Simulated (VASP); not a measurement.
# PbSe in VASP: a series of runs, part 3 of 3

VASP 6.6.1. The steps go on from the part before.

### 6 Electric field gradients, PBE (volume scaled by 0.96)

File INCAR:

```
SYSTEM = PbSe
PREC = Accurate
ENCUT = 520
EDIFF = 1E-8
ISMEAR = -1
SIGMA = 0.01
LREAL = .False.
LASPH = .True.
NELM = 60
ALGO = Normal
ISIF = 2
LWAVE = .False.
LCHARG = .False.
GGA = PE
LEFG = .True.
NBANDS = 17
```

File KPOINTS:

```
Automatic mesh
0
Gamma
  9 9 9
  0 0 0
```

File POSCAR:

```
PbSe
1.0
    0.0000000000      3.0207645214      3.0207645214
    3.0207645214      0.0000000000      3.0207645214
    3.0207645214      3.0207645214      0.0000000000
Pb Se
1 1
Direct
    0.0000000000      0.0000000000      0.0000000000
    0.5000000000      0.5000000000      0.5000000000
```

Potentials or basis: VASP PAW PBE potentials, release 64 (Pb_d, Se).

The run is started by

```
cat potpaw_PBE.64/Pb_d/POTCAR potpaw_PBE.64/Se/POTCAR > POTCAR
mpirun -np 1 vasp_std > vasp.out
```

OUTCAR:

```text
SYSTEM = PbSe
   PREC = Accurate
   ENCUT = 520
   EDIFF = 1E-8
   ISMEAR = -1
   LREAL = .False.
   LASPH = .True.
   NELM = 60
   ISIF = 2
   GGA = PE

 ion  position               nearest neighbor table
   1  0.000  0.000  0.000-   2 3.02   2 3.02   2 3.02   2 3.02   2 3.02   2 3.02
   2  0.500  0.500  0.500-   1 3.02   1 3.02   1 3.02   1 3.02   1 3.02   1 3.02

  LATTYP: Found a face centered cubic cell.
 ALAT       =     6.0415290428

  Lattice vectors:

 A1 = (   0.0000000000,   3.0207645214,   3.0207645214)
 A2 = (   3.0207645214,   0.0000000000,   3.0207645214)
 A3 = (   3.0207645214,   3.0207645214,   0.0000000000)

Analysis of symmetry for initial positions (statically):
=====================================================================
 Subroutine PRICEL returns:
 Original cell was already a primitive cell.

 Routine SETGRP: Setting up the symmetry group for a
 face centered cubic supercell.

 Subroutine GETGRP returns: Found 48 space group operations
 (whereof 48 operations were pure point group operations)
 out of a pool of 48 trial point group operations.

The static configuration has the point symmetry O_h .

Analysis of symmetry for dynamics (positions and initial velocities):
=====================================================================
 Subroutine PRICEL returns:
 Original cell was already a primitive cell.

 Routine SETGRP: Setting up the symmetry group for a
 face centered cubic supercell.

 Subroutine GETGRP returns: Found 48 space group operations
 (whereof 48 operations were pure point group operations)
 out of a pool of 48 trial point group operations.

[... 150 lines left out ...]
 cond. band min:       6.0278749137   @ k =   0.4444   0.0000   0.0000
 fundamental gap:      0.6475269510
 Fermi energy:         5.6282090257

 k-point     1 :       0.0000    0.0000    0.0000
  band No.  band energies     occupation
      1     -11.3404      2.00000
      2     -11.3404      2.00000
      3     -11.3404      2.00000
      4     -11.3384      2.00000
      5     -11.3384      2.00000
      6      -8.3719      2.00000
[... 457 lines left out ...]
      4     -11.2898      2.00000
      5     -11.2898      2.00000
      6      -6.8409      2.00000
[... 9 lines left out ...]
     16      17.3454      0.00000
     17      18.1657      0.00000

 [... further k-points ...]
[... 5 lines left out ...]
  --------------------------------------------------------------------------------------
  -------------------------------------------------------------------------------------
  Total        1.6641166      1.6641166      1.6641166      0.0000000      0.0000000      0.0000000
  in kB       48.3630553     48.3630553     48.3630553      0.0000000      0.0000000      0.0000000
  external PRESSURE =      48.3630553 kB  Pullay stress =       0.0000000 kB

 VOLUME and BASIS-vectors are now :
 -----------------------------------------------------------------------------
  energy-cutoff  :      520.00
  volume of cell :       55.13
      direct lattice vectors                 reciprocal lattice vectors
     0.000000000  3.020764521  3.020764521    -0.165521012  0.165521012  0.165521012
     3.020764521  0.000000000  3.020764521     0.165521012 -0.165521012  0.165521012
     3.020764521  3.020764521  0.000000000     0.165521012  0.165521012 -0.165521012

 POSITION                                       TOTAL-FORCE (eV/Angst)
 -----------------------------------------------------------------------------------
      0.00000      0.00000      0.00000        -0.000000     -0.000000      0.000000
      3.02076      3.02076      3.02076         0.000000      0.000000     -0.000000
 -----------------------------------------------------------------------------------
    total drift:                                0.000000     -0.000000     -0.000000

  FREE ENERGIE OF THE ION-ELECTRON SYSTEM (eV)
  ---------------------------------------------------
  free  energy   TOTEN  =        -8.1282499842 eV

  energy  without entropy=       -8.1282499842  energy(sigma->0) =       -8.12824998

 Electric field gradients (V/A^2)
---------------------------------------------------------------------
 ion       V_xx      V_yy      V_zz      V_xy      V_xz      V_yz
---------------------------------------------------------------------
   1      -0.000    -0.000    -0.000    -0.001    -0.001    -0.001
   2       0.000    -0.000     0.000    -0.000    -0.000    -0.000
---------------------------------------------------------------------

 Electric field gradients after diagonalization (V/A^2)
 (convention: |V_zz| > |V_xx| > |V_yy|)
----------------------------------------------------------------------
 ion       V_xx      V_yy      V_zz     asymmetry (V_yy - V_xx)/ V_zz
----------------------------------------------------------------------
   1       0.001     0.001    -0.001       0.000
   2       0.000     0.000    -0.000       0.000
----------------------------------------------------------------------

           NMR quadrupolar parameters

 Cq : quadrupolar parameter    Cq=e*Q*V_zz/h
 eta: asymmetry parameters     (V_yy - V_xx)/ V_zz
 Q  : nuclear electric quadrupole moment in mb (millibarn)
----------------------------------------------------------------------
 ion       Cq(MHz)       eta       Q (mb)
----------------------------------------------------------------------
   1      -0.000       0.000       1.000
   2      -0.000       0.000       1.000
----------------------------------------------------------------------
```

OSZICAR:

```text
N       E                     dE             d eps       ncg     rms          rms(c)
DAV:   1     0.158437218101E+03    0.15844E+03   -0.95731E+03  1198   0.119E+03
DAV:   2     0.320211001584E+01   -0.15524E+03   -0.14949E+03  1265   0.311E+02
DAV:   3    -0.810466639658E+01   -0.11307E+02   -0.11234E+02  1516   0.893E+01
DAV:   4    -0.838267991042E+01   -0.27801E+00   -0.27781E+00  1456   0.153E+01
DAV:   5    -0.839193332230E+01   -0.92534E-02   -0.92526E-02  1653   0.276E+00    0.286E+00
DAV:   6    -0.813086745141E+01    0.26107E+00   -0.62168E-01  1853   0.566E+00    0.167E+00
DAV:   7    -0.812540376134E+01    0.54637E-02   -0.11452E-01  1449   0.168E+00    0.874E-01
DAV:   8    -0.812848384073E+01   -0.30801E-02   -0.11571E-02  1438   0.120E+00    0.126E-01
DAV:   9    -0.812820722796E+01    0.27661E-03   -0.22326E-03  1870   0.495E-01    0.469E-02
DAV:  10    -0.812824421455E+01   -0.36987E-04   -0.19502E-04  1419   0.825E-02    0.183E-02
DAV:  11    -0.812824998284E+01   -0.57683E-05   -0.64867E-05  1628   0.798E-02    0.949E-03
DAV:  12    -0.812824993281E+01    0.50025E-07   -0.36396E-06  1533   0.135E-02    0.302E-03
DAV:  13    -0.812824995498E+01   -0.22167E-07   -0.14633E-07  1631   0.387E-03    0.121E-03
DAV:  14    -0.812824998837E+01   -0.33394E-07   -0.18413E-07  1320   0.318E-03    0.393E-04
DAV:  15    -0.812824998419E+01    0.41825E-08   -0.10117E-08  1249   0.696E-04
   1 F= -.81282500E+01 E0= -.81282500E+01  d E =-.973436E-13
```

It took 47 s on 1 thread of Intel Xeon 6975P-C, shared host; peak memory 0.19 GiB.

What came out:

```
Free energy : -8.1282 eV
Pressure    : 4.8 GPa
```

Levels at points of the mesh, in eV from the Fermi level:
```csv
k point,band 8,band 9,band 10,band 11,band 12,band 13
"(0.00, 0.00, 0.00)",-2.12,-2.12,-2.12,4.74,4.74,4.74
```

Caveat: this odd mesh misses L, where the gap lies, so gap, dielectric constants and Born charges aren't listed; without QUAD_EFG the Cq values of the log hold for a quadrupole moment of 1 mb, not for the nuclei; spin-orbit coupling is left out, which moves the levels of the heavy elements.

### 7 The runs side by side

| cell | gap on the mesh (eV) | pressure (GPa) |
| --- | --- | --- |
| a = 4.309, b = 4.309, c = 4.331 Å, angles 59.8, 59.8, 60.3°, 2 atoms | 0.68 | 2.9 |
| a = 4.352, b = 4.352, c = 4.331 Å, angles 60.2, 60.2, 59.7°, 2 atoms | 0.71 | 1.8 |
| a = 4.374, b = 4.374, c = 4.331 Å, angles 60.3, 60.3, 59.3°, 2 atoms | 0.71 | 1.3 |
| a = 4.272 Å, angles 60.0°, 2 atoms | - | 4.8 |

Alike in all rows: task electric field gradients; level PBE; potentials or basis VASP PAW PBE potentials, release 64 (Pb_d, Se); no spin polarisation; k mesh 9 × 9 × 9; cutoff (eV) 520; smearing fermi-dirac 0.01 eV.

Caveats: spin-orbit coupling is left out, which moves the levels of the heavy elements.

Absolute energies hang on the potentials; compare differences alone.
